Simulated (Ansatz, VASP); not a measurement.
## One calculation of Au, two programs

```
Au
1.0
     2.81549    0.00000    0.00000
    -0.01296    2.82018    0.00000
    -1.13789   -1.18541    4.82553
Au
2
Direct
  0.67286 0.66596 0.27405
  0.32714 0.33404 0.72594
```

Alike in both runs: functional PBEsol; k mesh 8 × 8 × 5; occupations fermi-dirac, width 0.05 eV; no spin polarisation.

```csv
,VASP,Ansatz
version,VASP 6.6.1,Ansatz 0.2.0
potentials or method,"VASP PAW PBE potentials, release 64 (Au)",Ansatz PAW
plane-wave cutoff (eV),520,420
valence electrons in the cell,22,38
task,single point,band structure
```

```csv
,VASP,Ansatz,Ansatz less VASP
gap on the k mesh at the Fermi level (eV),none,none,-
pressure (GPa),-6.0,-5.8,+0.20
"traceless stress, the component that is largest in VASP (GPa)",3.82,3.85,+0.037
rms of the force components (eV/Å),0.142,0.141,-0.0008
```

VASP's potentials were made for PBE, not for PBEsol. Atom by atom the forces differ by 0.002 eV/Å (rms over components). A gap of «none» marks a metal or a gap that the smearing closes. With one functional, cell and mesh, what is left measures potentials, basis and numerics. VASP's potentials hold 22 valence electrons a cell and Ansatz's 38, so a difference there can come from the potentials and not from the codes.

Spin-orbit coupling is off throughout.
